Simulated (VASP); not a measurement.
## ZnF2: single point with PBEsol

ZnF2:

```
CELL_PARAMETERS angstrom
4.71716 4.71716 0.00000
-4.71716 4.71716 0.00000
0.00000 -4.71716 6.25730
ATOMIC_POSITIONS crystal
Zn 0.62500 0.12500 0.25000
Zn 0.87500 0.37500 0.75000
Zn 0.12500 0.62500 0.25000
Zn 0.37500 0.87500 0.75000
Zn 0.00000 0.00000 0.00000
Zn 0.25000 0.25000 0.50000
Zn 0.50000 0.50000 0.00000
Zn 0.75000 0.75000 0.50000
F 0.69616 0.00000 0.00000
F 0.94616 0.25000 0.50000
F 0.19616 0.50000 0.00000
F 0.44616 0.75000 0.50000
F 0.62500 0.82116 0.25000
F 0.87500 0.07116 0.75000
F 0.12500 0.32116 0.25000
F 0.37500 0.57116 0.75000
F 0.30384 0.00000 0.00000
F 0.55384 0.25000 0.50000
F 0.80384 0.50000 0.00000
F 0.05384 0.75000 0.50000
F 0.62500 0.42884 0.25000
F 0.87500 0.67884 0.75000
F 0.12500 0.92884 0.25000
F 0.37500 0.17884 0.75000
```

| Property | Result |
| --- | --- |
| Program | VASP 6.6.1 |
| Task | single point |
| Functional | PBEsol |
| Potentials or basis | VASP PAW PBE potentials, release 64 (Zn, F) |
| Cutoff | 600 eV |
| k mesh | 2 × 2 × 2 |
| Occupations | gaussian, width 0.02 eV |
| Spin | no spin polarisation |
| Dipole correction | no |
| Further INCAR settings | ALGO = Normal; EDIFF = 1e-06; NBANDS = 122 |

```
Pressure               : 0.5 GPa
Largest force          : 0.014 eV/Å
Band gap on the k mesh : 3.37 eV
```

Forces on the atoms (eV/Å):
```
Zn   0.000  0.000  0.000
Zn   0.000  0.000  0.000
Zn   0.000  0.000  0.000
Zn   0.000  0.000  0.000
Zn   0.000  0.000  0.000
Zn   0.000  0.000  0.000
Zn   0.000  0.000  0.000
Zn   0.000  0.000  0.000
F    0.010  0.010  0.000
F    0.010  0.010  0.000
F    0.010  0.010  0.000
F    0.010  0.010  0.000
F   -0.010  0.010  0.000
F   -0.010  0.010  0.000
F   -0.010  0.010  0.000
F   -0.010  0.010  0.000
F   -0.010 -0.010  0.000
F   -0.010 -0.010  0.000
F   -0.010 -0.010  0.000
F   -0.010 -0.010  0.000
F    0.010 -0.010  0.000
F    0.010 -0.010  0.000
F    0.010 -0.010  0.000
F    0.010 -0.010  0.000
```

Stress tensor (GPa, compression positive):
```
0.41 0.00 0.00
0.00 0.41 0.00
0.00 0.00 0.74
```

Levels at points of the mesh, in eV from the valence-band top:
| k point | band 102 | band 103 | band 104 | band 105 | band 106 | band 107 |
| --- | --- | --- | --- | --- | --- | --- |
| (0.00, 0.00, 0.00) | -0.31 | -0.31 | 0.00 | 3.37 | 7.50 | 7.50 |
| (0.50, 0.00, 0.00) | -0.22 | -0.09 | -0.09 | 5.28 | 5.28 | 7.31 |
| (0.50, 0.50, 0.00) | -0.26 | -0.04 | -0.04 | 5.98 | 5.98 | 7.11 |
| (0.00, 0.00, 0.50) | -0.47 | -0.33 | -0.33 | 5.21 | 5.21 | 6.92 |

It took 7 min on 1 thread of Intel(R) Xeon(R) Platinum 8259CL CPU @ 2.50GHz (Skylake/Cascade Lake), with other jobs on the host, peak memory 0.46 GiB.

Caveat: the k points lie up to 0.53 Å⁻¹ apart; the PAW data sets were made with another functional, which shifts forces and pressure a little.
